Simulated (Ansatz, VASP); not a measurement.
# Zr: VASP beside Ansatz

```
CELL_PARAMETERS angstrom
3.23200 0.03232 0.03232
-1.58801 2.78283 0.01183
0.05147 0.05147 5.14700
ATOMIC_POSITIONS crystal
Zr 0.33333 0.66667 0.25000
Zr 0.66667 0.33333 0.75000
```

Change from the starting cell: equal xy, yz and zx shear strains of +2 %, crystal datasets.

Alike in both runs: task electric field gradients; functional PBEsol; k mesh 13 × 13 × 7; occupations fermi-dirac, width 0.08 eV; no spin polarisation.

|  | VASP | Ansatz |
| --- | --- | --- |
| version | VASP 6.6.1 | Ansatz 0.2.0 |
| potentials or method | VASP PAW PBE potentials, release 64 (Zr_sv), cutoff 520 eV | all-electron PAW with datasets made for the crystal, scalar-relativistic |

Ansatz gave:

```
pressure (GPa)                                                : -3.2
traceless stress, the component that is largest in VASP (GPa) : -0.83
rms of the force components (eV/Å)                            : 0.020
size of Vzz on the site where it differs most (V/Å²)          : 43.0
```

Which values does VASP return?

Pressure (GPa): -3.2; traceless stress, the component that is largest in VASP (GPa): -0.84; rms of the force components (eV/Å): 0.020; size of Vzz on the site where it differs most (V/Å²): 42.6.

VASP's potentials were made for PBE, not for PBEsol. Atom by atom the forces differ by 0.000 eV/Å (rms over components). Ansatz ran all-electron here, and VASP with PAW potentials.
